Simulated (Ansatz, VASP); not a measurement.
## LiF: VASP beside Ansatz

File POSCAR:

```
LiF
1.0
    0.0000000000      1.9951010462      1.9951010462
    1.9951010462      0.0000000000      1.9951010462
    1.9951010462      1.9951010462      0.0000000000
Li F
1 1
Direct
    0.0000000000      0.0000000000      0.0000000000
    0.5000000000      0.5000000000      0.5000000000
```

Contents of INCAR.step1:

```
SYSTEM = LiF
ALGO = Normal ; EDIFF = 1E-5
ENCUT = 520 ; GGA = PE
ISIF = 2 ; ISMEAR = 0
LASPH = .True. ; LREAL = .False.
LWAVE = .True. ; NBANDS = 12
NELM = 100 ; PREC = Accurate
SIGMA = 0.01
```

File INCAR.step2:

```
SYSTEM = LiF
AEXX = 0.25 ; ALGO = Normal
EDIFF = 1E-7 ; ENCUT = 520
GGA = PE ; ISIF = 2
ISMEAR = 0 ; ISTART = 1
LASPH = .True. ; LCHARG = .True.
LELF = .True. ; LHFCALC = .True.
LREAL = .False. ; LVHAR = .True.
LWAVE = .False. ; NBANDS = 12
NELM = 100 ; PREC = Accurate
PRECFOCK = Normal ; SIGMA = 0.01
```

File KPOINTS:

```
k-points
0
Gamma
  8 8 8
  0 0 0
```

Input for Ansatz:

```yaml
crystal:
  lattice:
    - [0.0, 1.9951010462, 1.9951010462]
    - [1.9951010462, 0.0, 1.9951010462]
    - [1.9951010462, 1.9951010462, 0.0]
  atoms:
    - { symbol: Li, position: [0.0, 0.0, 0.0] }
    - { symbol: F, position: [0.5, 0.5, 0.5] }
kpoints:
  mp_grid: { grid: [8, 8, 8] }
  band_path:
    path:
      - [0.0, 0.0, 0.0]
      - [0.5, 0.0, 0.5]
      - [0.625, 0.25, 0.625]
      - [0.375, 0.375, 0.75]
      - [0.5, 0.5, 0.5]
      - [0.5, 0.25, 0.75]
      - [-0.0625, 0.0, 0.0625]
    npoints: 1
hamiltonian:
  xc: pbe0
scf:
  occupations: { method: fixed }
  n_extra_bands: 4
output:
  forces: true
  stress: true
  eigenvalues: true
  write_density: true
  write_potential: true
  elf: true
  volumetric_format: npy
```

Alike in both runs: task single point; functional PBE0; k mesh 8 × 8 × 8; no spin polarisation.

```csv
,VASP,Ansatz
version,VASP 6.6.1,Ansatz 0.2.0
potentials or method,"VASP PAW PBE potentials, release 64 (Li_sv, F)","plane waves, PAW"
plane-wave cutoff (eV),520,420
occupations,"gaussian, width 0.01 eV",fixed
valence electrons in the cell,10,10
```

```csv
,VASP,Ansatz,Ansatz less VASP
gap on the k mesh at the Fermi level (eV),12.43,12.43,+0.005
```

Ansatz's warnings: stress exchange threshold loose, stress scf threshold loose.

Noted on VASP's run: the cutoff is short for stress, so the pressure is rough.
